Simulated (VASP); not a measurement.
# HfO2 (Fm-3m) in VASP: notebook, part 2 of 2

VASP 6.6.1. Earlier steps stand in the parts before.

## 4. Electric field gradients, LDA (volume scaled by 1.01)

The input, INCAR:

```
PREC = Accurate
ENCUT = 520
EDIFF = 1E-8
ISMEAR = -1
SIGMA = 0.01
LREAL = F
LASPH = T
NELM = 80
ALGO = Normal
ISIF = 2
LWAVE = F
LCHARG = F
LEFG = T
NBANDS = 18
```

The input, KPOINTS:

```
regular mesh
0
Gamma
  9 9 9
```

The input, POSCAR:

```
HfO2
1.0
    0.0000000000      2.5659967402      2.5659967402
    2.5659967402      0.0000000000      2.5659967402
    2.5659967402      2.5659967402      0.0000000000
Hf O
1 2
Direct
    0.0000000000      0.0000000000      0.0000000000
    0.2500000000      0.2500000000      0.2500000000
    0.7500000000      0.7500000000      0.7500000000
```

Potentials or basis: VASP PAW LDA potentials, release 64 (Hf_pv, O).

Launch:

```bash
cat potpaw_LDA.64/Hf_pv/POTCAR potpaw_LDA.64/O/POTCAR > POTCAR
mpirun -np 1 vasp_std > vasp.out
```

OUTCAR:

```text
PREC = Accurate
   ENCUT = 520
   EDIFF = 1E-8
   ISMEAR = -1
   LREAL = F
   LASPH = T
   NELM = 80
   ISIF = 2

 ion  position               nearest neighbor table
   1  0.000  0.000  0.000-   3 2.22   3 2.22   3 2.22   2 2.22   3 2.22   2 2.22   2 2.22   2 2.22

   2  0.250  0.250  0.250-   1 2.22   1 2.22   1 2.22   1 2.22
   3  0.750  0.750  0.750-   1 2.22   1 2.22   1 2.22   1 2.22

  LATTYP: Found a face centered cubic cell.
 ALAT       =     5.1319934804

  Lattice vectors:

 A1 = (   0.0000000000,   2.5659967402,   2.5659967402)
 A2 = (   2.5659967402,   0.0000000000,   2.5659967402)
 A3 = (   2.5659967402,   2.5659967402,   0.0000000000)

Analysis of symmetry for initial positions (statically):
=====================================================================
 Subroutine PRICEL returns:
 Original cell was already a primitive cell.

 Routine SETGRP: Setting up the symmetry group for a
 face centered cubic supercell.

 Subroutine GETGRP returns: Found 48 space group operations
 (whereof 48 operations were pure point group operations)
 out of a pool of 48 trial point group operations.

The static configuration has the point symmetry O_h .

Analysis of symmetry for dynamics (positions and initial velocities):
=====================================================================
 Subroutine PRICEL returns:
 Original cell was already a primitive cell.

 Routine SETGRP: Setting up the symmetry group for a
 face centered cubic supercell.

 Subroutine GETGRP returns: Found 48 space group operations
 (whereof 48 operations were pure point group operations)
 out of a pool of 48 trial point group operations.

The dynamic configuration has the point symmetry O_h .

 Subroutine INISYM returns: Found 48 space group operations
 (whereof 48 operations are pure point group operations),
 and found     1 'primitive' translations

----------------------------------------------------------------------------------------

                                     Primitive cell

  volume of cell :      33.7908

  direct lattice vectors                    reciprocal lattice vectors
     0.000000000  2.565996740  2.565996740    -0.194856054  0.194856054  0.194856054
     2.565996740  0.000000000  2.565996740     0.194856054 -0.194856054  0.194856054
     2.565996740  2.565996740  0.000000000     0.194856054  0.194856054 -0.194856054

  length of vectors
     3.628867391  3.628867391  3.628867391     0.337500586  0.337500586  0.337500586

  position of ions in fractional coordinates (direct lattice)
     0.000000000  0.000000000  0.000000000
     0.250000000  0.250000000  0.250000000
     0.750000000  0.750000000  0.750000000

  ion indices of the primitive-cell ions
   primitive index   ion index
                 1           1
                 2           2
                 3           3
[... 78 lines left out ...]
   ISIF   =      2    stress and relaxation
   ISYM   =      2    0-nonsym 1-usesym 2-fastsym
   POTIM  = 0.5000    time-step for ionic-motion
   TEBEG  =    0.0;   TEEND  =   0.0 temperature during run
   PSTRESS=    0.0 pullay stress
   NELECT =      22.0000    total number of electrons
   NUPDOWN=      -1.0000    fix difference up-down
   EMIN   =  10.00;   EMAX   =-10.00  energy-range for DOS
   EFERMI =   0.00;   METHOD = LEGACY
   ISMEAR =    -1;   SIGMA  =   0.01  broadening in eV -4-tet -1-fermi 0-gaus
   EFERMI_NEDOS =   21; number of points for ismear=-14 and -15
   IALGO  =     38    algorithm
   IMIX   =      4    mixing-type and parameters
     AMIX     =   0.40;   BMIX     =  1.00
     AMIX_MAG =   1.60;   BMIX_MAG =  1.00
  volume/ion in A,a.u.               =      11.26        76.01
  Fermi-wavevector in a.u.,A,eV,Ry     =   1.418893  2.681319 27.392027  2.013257
  Thomas-Fermi vector in A             =   2.539971
   LORBIT       =      0    0 simple, 1 ext, 2 COOP (PROOUT), +10 PAW based schemes
   GGA     = CA    functional components
   LHFCALC =     F    Hartree Fock is set to
   AEXX    =    0.0000 exact exchange contribution
   IVDW    =     0    specifies the selected vdW correction
   LEPSILON=     F    determine dielectric tensor
   LRPA    =     F    only Hartree local field effects (RPA)
 non-spin polarized calculation
  energy-cutoff  :      520.00
  volume of cell :       33.79
 maximum number of plane-waves:       941
   NGX = 13   NGY = 13   NGZ = 13

 number of electron      21.9999994 magnetization

 Free energy of the ion-electron system (eV)
  ---------------------------------------------------
  ext. energy  EPLUGINS =         0.00000000
  ---------------------------------------------------
  free energy    TOTEN  =       -32.86851186 eV

  energy without entropy =      -32.86851186  energy(sigma->0) =      -32.86851186

 E-fermi :   4.0281     XC(G=0): -12.1234

 val. band max:        3.6888213680   @ k =  -0.4444   0.4444   0.0000
 cond. band min:       7.2933991231   @ k =   0.4444   0.4444   0.0000
 fundamental gap:      3.6045777551
 Fermi energy:         4.0280549168

 k-point     1 :       0.0000    0.0000    0.0000
  band No.  band energies     occupation
      1     -25.9183      2.00000
      2     -25.9183      2.00000
      3     -25.9183      2.00000
      4     -14.5085      2.00000
      5     -11.5316      2.00000
      6      -1.4478      2.00000
[... 481 lines left out ...]
      5     -12.5224      2.00000
      6      -2.4691      2.00000
[... 10 lines left out ...]
     17      15.2126      0.00000
     18      16.1144      0.00000

 [... further k-points ...]

------------------------ aborting loop because EDIFF is reached ----------------------------------------

  FORCE on cell =-STRESS in cart. coord.  units (eV):
  Direction    XX          YY          ZZ          XY          YZ          ZX
  --------------------------------------------------------------------------------------
  -------------------------------------------------------------------------------------
  Total       -4.4893908     -4.4893908     -4.4893908      0.0000000      0.0000000      0.0000000
  in kB     -212.8627654   -212.8627654   -212.8627654      0.0000000      0.0000000      0.0000000
  external PRESSURE =    -212.8627654 kB  Pullay stress =       0.0000000 kB

 VOLUME and BASIS-vectors are now :
 -----------------------------------------------------------------------------
  energy-cutoff  :      520.00
  volume of cell :       33.79
      direct lattice vectors                 reciprocal lattice vectors
     0.000000000  2.565996740  2.565996740    -0.194856054  0.194856054  0.194856054
     2.565996740  0.000000000  2.565996740     0.194856054 -0.194856054  0.194856054
     2.565996740  2.565996740  0.000000000     0.194856054  0.194856054 -0.194856054

 POSITION                                       TOTAL-FORCE (eV/Angst)
 -----------------------------------------------------------------------------------
      0.00000      0.00000      0.00000        -0.000000     -0.000000      0.000000
      1.28300      1.28300      1.28300        -0.000000     -0.000000     -0.000000
      3.84900      3.84900      3.84900         0.000000      0.000000      0.000000
 -----------------------------------------------------------------------------------
    total drift:                                0.000000      0.000000      0.000000

  FREE ENERGIE OF THE ION-ELECTRON SYSTEM (eV)
  ---------------------------------------------------
  free  energy   TOTEN  =       -32.8685118646 eV

  energy  without entropy=      -32.8685118646  energy(sigma->0) =      -32.86851186

 Electric field gradients (V/A^2)
---------------------------------------------------------------------
 ion       V_xx      V_yy      V_zz      V_xy      V_xz      V_yz
---------------------------------------------------------------------
   1       0.000    -0.000    -0.000    -0.000    -0.000    -0.000
   2       0.000     0.000     0.000    -0.001    -0.001    -0.001
   3      -0.000     0.000     0.000    -0.001    -0.001    -0.001
---------------------------------------------------------------------

 Electric field gradients after diagonalization (V/A^2)
 (convention: |V_zz| > |V_xx| > |V_yy|)
----------------------------------------------------------------------
 ion       V_xx      V_yy      V_zz     asymmetry (V_yy - V_xx)/ V_zz
----------------------------------------------------------------------
   1       0.000     0.000    -0.000       0.000
   2       0.001     0.001    -0.002       0.000
   3       0.001     0.001    -0.002       0.000
----------------------------------------------------------------------

           NMR quadrupolar parameters

 Cq : quadrupolar parameter    Cq=e*Q*V_zz/h
 eta: asymmetry parameters     (V_yy - V_xx)/ V_zz
 Q  : nuclear electric quadrupole moment in mb (millibarn)
----------------------------------------------------------------------
 ion       Cq(MHz)       eta       Q (mb)
----------------------------------------------------------------------
   1      -0.000       0.000       1.000
   2      -0.000       0.000       1.000
   3      -0.000       0.000       1.000
----------------------------------------------------------------------
```

OSZICAR:

```text
N       E                     dE             d eps       ncg     rms          rms(c)
DAV:   1     0.909875295250E+02    0.90988E+02   -0.12342E+04  1260   0.120E+03
DAV:   2    -0.345318345618E+02   -0.12552E+03   -0.12155E+03  1618   0.287E+02
DAV:   3    -0.385675213010E+02   -0.40357E+01   -0.40194E+01  1486   0.458E+01
DAV:   4    -0.385919061506E+02   -0.24385E-01   -0.24379E-01  1560   0.386E+00
DAV:   5    -0.385920730915E+02   -0.16694E-03   -0.16694E-03  1458   0.297E-01    0.458E+01
DAV:   6    -0.331436108979E+02    0.54485E+01   -0.20680E+01  1284   0.314E+01    0.406E+01
DAV:   7    -0.329535467436E+02    0.19006E+00   -0.76677E-01  1428   0.704E+00    0.288E+01
DAV:   8    -0.329004597208E+02    0.53087E-01   -0.42044E-01  1390   0.543E+00    0.101E+01
DAV:   9    -0.328688243678E+02    0.31635E-01   -0.83533E-02  1362   0.240E+00    0.293E+00
DAV:  10    -0.328685291431E+02    0.29522E-03   -0.22176E-03  1446   0.342E-01    0.415E-01
DAV:  11    -0.328685108057E+02    0.18337E-04   -0.15435E-04  1410   0.102E-01    0.763E-02
DAV:  12    -0.328685118093E+02   -0.10035E-05   -0.38311E-06  1622   0.145E-02    0.193E-02
DAV:  13    -0.328685118563E+02   -0.46995E-07   -0.23694E-07  1462   0.362E-03    0.434E-03
DAV:  14    -0.328685118646E+02   -0.83221E-08   -0.63507E-08  1384   0.146E-03
   1 F= -.32868512E+02 E0= -.32868512E+02  d E =-.204474E-16
```

stdout:

```text
POSCAR found type information on POSCAR HfO
 POSCAR found :  2 types and       3 ions
 scaLAPACK will be used
 LDA part: xc-table for (Slater(with rela. corr.)+CA(PZ))
 , standard interpolation
 POSCAR, INCAR and KPOINTS ok, starting setup
 FFT: planning ... GRIDC
 FFT: planning ... GRID_SOFT
 FFT: planning ... GRID
 WAVECAR not read
 entering main loop
ion   1

ion   2

ion   3
```

Run time: 13 s. Hardware: 1 thread of Intel Xeon 6975P-C, shared host; peak memory 0.15 GiB.

What came out:

- Free energy: -32.8685 eV
- Pressure: -21.3 GPa
- Band gap on the k mesh: 3.60 eV, indirect (least direct gap 3.72 eV)

Levels at points of the mesh, in eV from the valence-band top:
| k point | band 9 | band 10 | band 11 | band 12 | band 13 | band 14 |
| --- | --- | --- | --- | --- | --- | --- |
| (0.00, 0.00, 0.00) | -0.55 | -0.55 | -0.55 | 3.65 | 3.65 | 5.45 |

Caveat: without QUAD_EFG the Cq values of the log hold for a quadrupole moment of 1 mb, not for the nuclei; spin-orbit coupling is left out, which moves the levels of the heavy elements.

## 5. The runs side by side

```tsv
cell	gap on the mesh (eV)	pressure (GPa)
a = 3.593 Å, angles 60.0°, 3 atoms	3.69	-15.0
a = 3.605 Å, angles 60.0°, 3 atoms	3.66	-17.2
a = 3.629 Å, angles 60.0°, 3 atoms	3.60	-21.3
```

Alike in all rows: task electric field gradients; level LDA; potentials or basis VASP PAW LDA potentials, release 64 (Hf_pv, O); no spin polarisation; k mesh 9 × 9 × 9; cutoff (eV) 520; smearing fermi-dirac 0.01 eV.

Caveats: spin-orbit coupling is left out, which moves the levels of the heavy elements.

Total energies depend on the potentials used, so only differences within one code and one set of settings carry meaning.
